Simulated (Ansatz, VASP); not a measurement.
W: VASP beside Ansatz

```
W
1.0
     0.00000    2.81745    2.81745
     2.81745    0.00000    2.81745
     2.81745    2.81745    0.00000
W
2
Direct
  0.12500 0.12500 0.12500
  0.87500 0.87500 0.87500
```

Alike in both runs: task single point; functional LDA; k mesh 11 × 11 × 11; occupations fermi-dirac, width 0.1 eV; no spin polarisation.

```csv
,VASP,Ansatz
version,VASP 6.6.1,Ansatz 0.2.0
potentials or method,"VASP PAW LDA potentials, release 64 (W_sv), cutoff 520 eV","plane waves (420 eV) with PAW, scalar-relativistic"
valence electrons in the cell,28,28
```

```csv
,VASP,Ansatz,Ansatz less VASP
pressure (GPa),7.5,6.0,-1.48
```

Ansatz warns that its potentials were made for another functional, while VASP's fit it. LDA's correlation is that of Perdew and Zunger in VASP and of Perdew and Wang (1992) in Ansatz.

Spin-orbit coupling is off throughout.
